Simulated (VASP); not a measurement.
BeCd2Te3, 6 atoms in the cell. It takes space group P4/mmm (No. 123, tetragonal). The conventional cell has a = 3.669 Å, b = 3.669 Å, c = 10.924 Å, α = 90.00°, β = 90.00°, γ = 90.00°. Within 4.0 Å of Be (site symmetry 4/mmm) lie 8 Te at 3.00 Å and 2 Cd at 3.58 Å and 4 Be at 3.67 Å. Within 4.2 Å of Cd (site symmetry 4mm) lie 8 Te at 3.21 to 3.31 Å and 1 Be at 3.58 Å and 5 Cd at 3.67 to 3.76 Å. Within 4.0 Å of Te (site symmetry 4mm) lie 4 Be at 3.00 Å and 6 Te at 3.03 to 3.95 Å and 4 Cd at 3.31 Å. Within 4.2 Å of Te (site symmetry 4/mmm) lie 8 Cd at 3.21 Å and 6 Te at 3.67 to 3.95 Å. The cell was built from a structure type or drawn by symmetry, and may not be a known phase.

```yaml
Program: VASP 6.6.1
Task: single point
Functional: PBE
Potentials_or_basis: VASP PAW PBE potentials, release 64 (Be, Cd, Te)
Cutoff: 600 eV
k_mesh: 6 × 6 × 2
Occupations: gaussian, width 0.1 eV
Spin: no spin polarisation
Dipole_correction: no
Further_INCAR_settings: ALGO = Normal; EDIFF = 1e-06; NBANDS = 31
```

Potentials or basis: VASP PAW PBE potentials, release 64 (Be, Cd, Te).

Command:

```bash
$ cat potpaw_PBE.64/Be/POTCAR potpaw_PBE.64/Cd/POTCAR potpaw_PBE.64/Te/POTCAR > POTCAR
$ mpirun -np 1 vasp_std > vasp.out
```

Hardware: 1 thread of Intel Xeon 8259CL, on a shared host.

Problem. How long does it take, and how much memory?

Solution. It took 4.1 min on 1 thread of Intel Xeon 8259CL, with other jobs on the host, peak memory 0.33 GiB. Counts: scf iterations 17, k points 20.
